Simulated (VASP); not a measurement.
# MgB2 in VASP: further runs

MgB2 is run at these levels: r2SCAN; tasks: single point.

Everything below comes from runs of VASP 6.6.1. Logs are shortened: lines on timing, memory, paths and dates and some standing lists are left out, and cuts for length are marked.

## (1) The cell of the first run

The typed cell holds 3 atoms: a = 3.085 Å, b = 3.085 Å, c = 3.523 Å, α = 90.00°, β = 90.00°, γ = 120.00°.

## (2) Single point, r2SCAN

File POSCAR:

```
MgB2
1.0
    3.0850000000      0.0000000000      0.0000000000
   -1.5425000000      2.6716883707      0.0000000000
    0.0000000000      0.0000000000      3.5230000000
Mg B
1 2
Direct
    0.0195880000     -0.0064130000     -0.0098050000
    0.6644080000      0.3216100000      0.4917100000
    0.3363740000      0.6663920000      0.5092550000
```

File INCAR.step1:

```
  PREC = Accurate
  ENCUT = 520
  ISMEAR = 0
  SIGMA = 0.05
  LREAL = F
  LASPH = T
  NELM = 60
  NBANDS = 11
  GGA = PE
  ALGO = Normal
  EDIFF = 1E-4
  LWAVE = T
  LCHARG = F
```

File INCAR.step2:

```
  PREC = Accurate
  ENCUT = 520
  EDIFF = 1E-7
  ISMEAR = 0
  SIGMA = 0.05
  LREAL = F
  LASPH = T
  NELM = 60
  ALGO = Normal
  ISIF = 2
  LWAVE = F
  LCHARG = T
  METAGGA = R2SCAN
  LMIXTAU = T
  LELF = T
  LVHAR = T
  NBANDS = 11
  ISTART = 1
```

File KPOINTS:

```
Automatic mesh
0
Gamma
  11 11 9
```

Potentials or basis: VASP PAW PBE potentials, release 64 (Mg, B).

Run with:

```console
$ cat potpaw_PBE.64/Mg/POTCAR potpaw_PBE.64/B/POTCAR > POTCAR
$ cp INCAR.step1 INCAR
$ mpirun -np 1 vasp_std > vasp.out
$ cp INCAR.step2 INCAR
$ mpirun -np 1 vasp_std > vasp.out
```

OUTCAR:

```text
PREC = Accurate
   ENCUT = 520
   EDIFF = 1E-7
   ISMEAR = 0
   LREAL = F
   LASPH = T
   NELM = 60
   ISIF = 2
   METAGGA = R2SCAN
   ISTART = 1

 ion  position               nearest neighbor table
   1  0.020  0.994  0.990-   3 2.41   2 2.46   2 2.47   3 2.47   3 2.49   3 2.51   2 2.51   2 2.52
                             2 2.53   2 2.54   3 2.56   3 2.58
   2  0.664  0.322  0.492-   3 1.75   3 1.80   3 1.80   1 2.46   1 2.47   1 2.51   1 2.52   1 2.53
                             1 2.54
   3  0.336  0.666  0.509-   2 1.75   2 1.80   2 1.80   1 2.41   1 2.47   1 2.49   1 2.51   1 2.56
                             1 2.58

  LATTYP: Found a hexagonal cell.
 ALAT       =     3.0850000000
 C/A-ratio  =     1.1419773096

  Lattice vectors:

 A1 = (   3.0850000000,   0.0000000000,   0.0000000000)
 A2 = (  -1.5425000000,   2.6716883707,   0.0000000000)
 A3 = (   0.0000000000,   0.0000000000,   3.5230000000)

Analysis of symmetry for initial positions (statically):
=====================================================================
 Subroutine PRICEL returns:
 Original cell was already a primitive cell.

 Routine SETGRP: Setting up the symmetry group for a
 hexagonal supercell.

 Subroutine GETGRP returns: Found  1 space group operations
 (whereof  1 operations were pure point group operations)
 out of a pool of 24 trial point group operations.

The static configuration has the point symmetry C_1 .

Analysis of symmetry for dynamics (positions and initial velocities):
=====================================================================
 Subroutine PRICEL returns:
 Original cell was already a primitive cell.

 Routine SETGRP: Setting up the symmetry group for a
 hexagonal supercell.

 Subroutine GETGRP returns: Found  1 space group operations
 (whereof  1 operations were pure point group operations)
 out of a pool of 24 trial point group operations.

The dynamic configuration has the point symmetry C_1 .

 Subroutine INISYM returns: Found  1 space group operations
 (whereof  1 operations are pure point group operations),
 and found     1 'primitive' translations

----------------------------------------------------------------------------------------

                                     Primitive cell

  volume of cell :      29.0371

  direct lattice vectors                    reciprocal lattice vectors
     3.085000000  0.000000000  0.000000000     0.324149109  0.187147575  0.000000000
    -1.542500000  2.671688371  0.000000000     0.000000000  0.374295150  0.000000000
     0.000000000  0.000000000  3.523000000     0.000000000  0.000000000  0.283848992

  length of vectors
     3.085000000  3.085000000  3.523000000     0.374295150  0.374295150  0.283848992

  position of ions in fractional coordinates (direct lattice)
     0.019588000  0.993587000  0.990195000
     0.664408000  0.321610000  0.491710000
     0.336374000  0.666392000  0.509255000

  ion indices of the primitive-cell ions
   primitive index   ion index
                 1           1
                 2           2
                 3           3

----------------------------------------------------------------------------------------

 KPOINTS: Automatic mesh

Automatic generation of k-mesh.
 Grid dimensions read from file:
 generate k-points for:   11   11    9

 Generating k-lattice:

  Cartesian coordinates                     Fractional coordinates (reciprocal lattice)
     0.029468101  0.017013416  0.000000000     0.090909091 -0.000000000  0.000000000
     0.000000000  0.034026832  0.000000000     0.000000000  0.090909091  0.000000000
     0.000000000  0.000000000  0.031538777     0.000000000  0.000000000  0.111111111

  Length of vectors
     0.034026832  0.034026832  0.031538777

  Shift w.r.t. Gamma in fractional coordinates (k-lattice)
     0.000000000  0.000000000  0.000000000

 Subroutine IBZKPT returns following result:
 ===========================================

 Found    545 irreducible k-points:

 Following reciprocal coordinates:
            Coordinates               Weight
  0.000000  0.000000  0.000000      1.000000
  0.090909  0.000000  0.000000      2.000000
  0.000000  0.090909  0.000000      2.000000
 -0.090909  0.090909  0.000000      2.000000
  0.181818  0.000000  0.000000      2.000000
  0.000000  0.181818  0.000000      2.000000
[... 16 lines left out ...]
 -0.181818  0.272727  0.000000      2.000000
  0.090909  0.181818  0.000000      2.000000
 [... further k-points ...]
   k-points           NKPTS =    545   k-points in BZ     NKDIM =    545   number of bands    NBANDS=     11
   number of dos      NEDOS =    301   number of ions     NIONS =      3
   total plane-waves  NPLWV =  16128
   dimension x,y,z NGX =    24 NGY =   24 NGZ =   28
   dimension x,y,z NGXF=    48 NGYF=   48 NGZF=   56
   ions per type =               1   2
   NGX,Y,Z   is equivalent  to a cutoff of  12.93, 12.93, 13.21 a.u.
   NGXF,Y,Z  is equivalent  to a cutoff of  25.87, 25.87, 26.43 a.u.
 SYSTEM =  unknown system
   PREC   = accura    normal or accurate (medium, high low for compatibility)
   ISTART =      1    job   : 0-new  1-cont  2-samecut
   ICHARG =      0    charge: 1-file 2-atom 10-const
   ISPIN  =      1    spin polarized calculation?
   LNONCOLLINEAR =      F non collinear calculations
   LSORBIT =      F    spin-orbit coupling
   LASPH  =      T    aspherical Exc in radial PAW
   ENCUT  =  520.0 eV  38.22 Ry    6.18 a.u.   5.74  5.74  6.55*2*pi/ulx,y,z
   NELM   =     60;   NELMIN=  2; NELMDL=  0     # of ELM steps
   EDIFF  = 0.1E-06   stopping-criterion for ELM
   LREAL  =      F    real-space projection
   EDIFFG = 0.1E-05   stopping-criterion for IOM
   NSW    =      0    number of steps for IOM
   IBRION =     -1    ionic relax: 0-MD 1-quasi-New 2-CG
   NFREE  =      0    steps in history (QN), initial steepest desc. (CG)
   ISIF   =      2    stress and relaxation
   ISYM   =      2    0-nonsym 1-usesym 2-fastsym
   POTIM  = 0.5000    time-step for ionic-motion
   TEBEG  =    0.0;   TEEND  =   0.0 temperature during run
   PSTRESS=    0.0 pullay stress
   NELECT =       8.0000    total number of electrons
   NUPDOWN=      -1.0000    fix difference up-down
   EMIN   =  10.00;   EMAX   =-10.00  energy-range for DOS
   EFERMI =   0.00;   METHOD = LEGACY
   ISMEAR =     0;   SIGMA  =   0.05  broadening in eV -4-tet -1-fermi 0-gaus
   EFERMI_NEDOS =   21; number of points for ismear=-14 and -15
   IALGO  =     38    algorithm
   IMIX   =      4    mixing-type and parameters
     AMIX     =   0.40;   BMIX     =  1.00
     AMIX_MAG =   1.60;   BMIX_MAG =  1.00
  volume/ion in A,a.u.               =       9.68        65.32
  Fermi-wavevector in a.u.,A,eV,Ry     =   1.065255  2.013040 15.439462  1.134768
  Thomas-Fermi vector in A             =   2.200801
   LORBIT       =      0    0 simple, 1 ext, 2 COOP (PROOUT), +10 PAW based schemes
   METAGGA = R2SCAN    functional components
   LHFCALC =     F    Hartree Fock is set to
   AEXX    =    0.0000 exact exchange contribution
   IVDW    =     0    specifies the selected vdW correction
   LEPSILON=     F    determine dielectric tensor
   LRPA    =     F    only Hartree local field effects (RPA)
 non-spin polarized calculation
 Gauss-broadening in eV      SIGMA  =   0.05
  energy-cutoff  :      520.00
  volume of cell :       29.04
 maximum number of plane-waves:       796
   NGX = 11   NGY = 11   NGZ = 13

 number of electron       8.0000000 magnetization

 Free energy of the ion-electron system (eV)
  ---------------------------------------------------
  ext. energy  EPLUGINS =         0.00000000
  ---------------------------------------------------
  free energy    TOTEN  =       -19.36409416 eV

  energy without entropy =      -19.36298180  energy(sigma->0) =      -19.36353798

 E-fermi :   5.1900     XC(G=0): -11.5255

 val. band max:        5.1880507910   @ k =   0.4545   0.0000   0.3333
 cond. band min:       5.1949337429   @ k =  -0.4545   0.4545   0.3333
 fundamental gap:      0.0068829519
 Fermi energy:         5.1900218154

 k-point     1 :       0.0000    0.0000    0.0000
  band No.  band energies     occupation
      1      -7.9460      2.00000
      2       2.1454      2.00000
      3       5.4541      0.00000
      4       5.8658      0.00000
      5       7.2237      0.00000
      6      11.6457      0.00000
      7      12.1169      0.00000
      8      13.7346      0.00000
      9      16.0872      0.00000
     10      19.0699      0.00000
     11      22.5015      0.00000

 k-point     2 :       0.0909    0.0000    0.0000
  band No.  band energies     occupation
      1      -7.7946      2.00000
      2       2.2928      2.00000
      3       4.8781      2.00000
      4       5.2972      0.00244
      5       7.3517      0.00000
      6      11.6845      0.00000
      7      12.6994      0.00000
      8      14.1033      0.00000
      9      15.5190      0.00000
     10      19.7696      0.00000
     11      21.8275      0.00000

 k-point     3 :       0.0000    0.0909    0.0000
  band No.  band energies     occupation
      1      -7.7949      2.00000
      2       2.2948      2.00000
      3       4.7119      2.00000
      4       5.4763      0.00000
      5       7.3601      0.00000
      6      11.9614      0.00000
      7      12.3463      0.00000
      8      14.1280      0.00000
      9      15.4876      0.00000
     10      19.7926      0.00000
     11      21.7897      0.00000
[... 267 lines left out ...]
 k-point    23 :      -0.1818    0.2727    0.0000
  band No.  band energies     occupation
      1      -6.8949      2.00000
      2       2.1083      2.00000
      3       3.1672      2.00000
      4       3.5855      2.00000
      5       8.2171      0.00000
      6      11.7791      0.00000
      7      12.8789      0.00000
      8      13.9528      0.00000
      9      16.2381      0.00000
     10      19.2511      0.00000
     11      20.4243      0.00000

 k-point    24 :       0.0909    0.1818    0.0000
  band No.  band energies     occupation
      1      -6.8956      2.00000
      2       2.0203      2.00000
      3       3.1763      2.00000
      4       3.6933      2.00000
      5       8.2192      0.00000
      6      11.8972      0.00000
      7      12.8210      0.00000
      8      13.7934      0.00000
      9      16.1880      0.00000
     10      19.3127      0.00000
     11      20.5357      0.00000

 [... further k-points ...]

------------------------ aborting loop because EDIFF is reached ----------------------------------------

  FORCE on cell =-STRESS in cart. coord.  units (eV):
  Direction    XX          YY          ZZ          XY          YZ          ZX
  --------------------------------------------------------------------------------------
  -------------------------------------------------------------------------------------
  Total       -0.7372578     -0.4404734     -0.1076385      0.0020520      0.0140118     -0.0556706
  in kB      -40.6795674    -24.3039362     -5.9391548      0.1132254      0.7731274     -3.0717268
  external PRESSURE =     -23.6408861 kB  Pullay stress =       0.0000000 kB

 VOLUME and BASIS-vectors are now :
 -----------------------------------------------------------------------------
  energy-cutoff  :      520.00
  volume of cell :       29.04
      direct lattice vectors                 reciprocal lattice vectors
     3.085000000  0.000000000  0.000000000     0.324149109  0.187147575  0.000000000
    -1.542500000  2.671688371  0.000000000     0.000000000  0.374295150  0.000000000
     0.000000000  0.000000000  3.523000000     0.000000000  0.000000000  0.283848992

 POSITION                                       TOTAL-FORCE (eV/Angst)
 -----------------------------------------------------------------------------------
     -1.47218      2.65455      3.48846        -0.294615      0.007276      0.240527
      1.55362      0.85924      1.73229         0.141425      0.159260      0.482164
      0.00980      1.78039      1.79411         0.153191     -0.166536     -0.722691
 -----------------------------------------------------------------------------------
    total drift:                               -0.000175      0.000570     -0.000277

  FREE ENERGIE OF THE ION-ELECTRON SYSTEM (eV)
  ---------------------------------------------------
  free  energy   TOTEN  =       -19.3640941624 eV

  energy  without entropy=      -19.3629817975  energy(sigma->0) =      -19.36353798
```

Wall time 8.6 min (1 thread of Intel Xeon 8259CL, shared host); peak memory 0.3 GiB.

Results:

```
Free energy            : -19.3641 eV
Pressure               : -2.4 GPa
Largest force          : 0.757 eV/Å
Band gap on the k mesh : zero (bands 4 and 5 overlap by 3.02 eV)
```

Forces on the atoms (eV/Å):
```
Mg  -0.295  0.007  0.241
B    0.141  0.159  0.482
B    0.153 -0.167 -0.723
```

Stress tensor (GPa, compression positive):
```
-4.07  0.01 -0.31
 0.01 -2.43  0.08
-0.31  0.08 -0.59
```

Caveat: the PAW data sets were made with another functional, which shifts forces and pressure a little.

## (3) Single point, r2SCAN

This run uses another cell than the first one, of 9.10 Å³/atom.

File POSCAR:

```
MgB2
1.0
    3.0220231454      0.0000000000      0.0000000000
   -1.5110115727      2.6171488148      0.0000000000
    0.0000000000      0.0000000000      3.4510818610
Mg B
1 2
Direct
    0.0000000000      0.0000000000      0.0000000000
    0.6666666667      0.3333333333      0.5000000000
    0.3333333333      0.6666666667      0.5000000000
```

File INCAR.step1:

```
SYSTEM = MgB2
PREC = Accurate
ENCUT = 750
ISMEAR = -1
SIGMA = 0.05
LREAL = .FALSE.
LASPH = .TRUE.
NELM = 120
NBANDS = 15
GGA = PE
ALGO = Normal
EDIFF = 1E-5
LWAVE = .TRUE.
LCHARG = .FALSE.
GGA_COMPAT = .FALSE.
```

File INCAR.step2:

```
SYSTEM = MgB2
PREC = Accurate
ENCUT = 750
EDIFF = 1E-6
ISMEAR = -1
SIGMA = 0.05
LREAL = .FALSE.
LASPH = .TRUE.
NELM = 120
ALGO = Normal
ISIF = 2
LWAVE = .FALSE.
LCHARG = .FALSE.
METAGGA = R2SCAN
LMIXTAU = .TRUE.
NBANDS = 15
ISTART = 1
GGA_COMPAT = .FALSE.
```

File KPOINTS:

```
Automatic mesh
0
G
  10 10 8
  0 0 0
```

Potentials or basis: VASP PAW PBE potentials, release 64 (Mg_sv, B).

Run with:

```console
$ cat potpaw_PBE.64/Mg_sv/POTCAR potpaw_PBE.64/B/POTCAR > POTCAR
$ cp INCAR.step1 INCAR
$ mpirun -np 1 vasp_std > vasp.out
$ cp INCAR.step2 INCAR
$ mpirun -np 1 vasp_std > vasp.out
```

It took 91 s on 1 thread of Intel Xeon Platinum 8488C (Sapphire Rapids), shared host; peak memory 0.19 GiB.

Results (log left out):

```yaml
Free_energy: -19.3881 eV
Pressure: 8.2 GPa
Band_gap_on_the_k_mesh: zero (bands 8 and 9 overlap by 2.64 eV)
```

Stress tensor (GPa, compression positive):
```
9.39 0.00 0.00
0.00 9.39 0.00
0.00 0.00 5.69
```

Levels at points of the mesh, in eV from the Fermi level:
```
           k point  band 6  band 7  band 8  band 9  band 10  band 11
(0.00, 0.00, 0.00)   -3.30    0.39    0.39    2.10     6.86     6.86
(0.50, 0.00, 0.00)   -8.59   -2.44    0.13    3.40     4.24     6.05
(0.00, 0.00, 0.50)   -8.08    0.82    0.82    7.14     7.14     8.92
(0.50, 0.00, 0.50)   -7.62   -3.94   -2.14   -1.30     6.42     9.91
```

Caveat: the cell stands under pressure; the PAW data sets were made with another functional, which shifts forces and pressure a little.
